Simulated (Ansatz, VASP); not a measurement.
# Two plane-wave programs on Ag

```
CELL_PARAMETERS angstrom
2.93000 0.00000 0.00000
-1.46500 2.53745 0.00000
0.00000 0.00000 4.79000
ATOMIC_POSITIONS crystal
Ag 0.37767 0.75534 0.20303
Ag 0.66667 0.33333 0.75000
```

Alike in both runs: task single point; functional PBEsol; k mesh 18 × 18 × 10; occupations gaussian, width 0.15 eV; no spin polarisation.

|  | VASP | Ansatz |
| --- | --- | --- |
| version | VASP 6.6.1 | Ansatz 0.2.0 |
| potentials or method | VASP PAW PBE potentials, release 64 (Ag), cutoff 520 eV | scalar-relativistic, plane waves, PAW |
| valence electrons in the cell | 22 | 38 |

Ansatz gave:

* gap on the k mesh at the Fermi level (eV): none
* pressure (GPa): -3.0
* traceless stress, the component that is largest in VASP (GPa): 2.73
* rms of the force components (eV/Å): 0.713

Q: What did VASP give for the same quantities?

A: gap on the k mesh at the Fermi level (eV): none; pressure (GPa): -3.2; traceless stress, the component that is largest in VASP (GPa): 2.70; rms of the force components (eV/Å): 0.705.

VASP's potentials were made for PBE, not for PBEsol. Atom by atom the forces differ by 0.008 eV/Å (rms over components). A gap of «none» marks a metal or a gap that the smearing closes. VASP's potentials hold 22 valence electrons a cell and Ansatz's 38, so a difference there can come from the potentials and not from the codes.
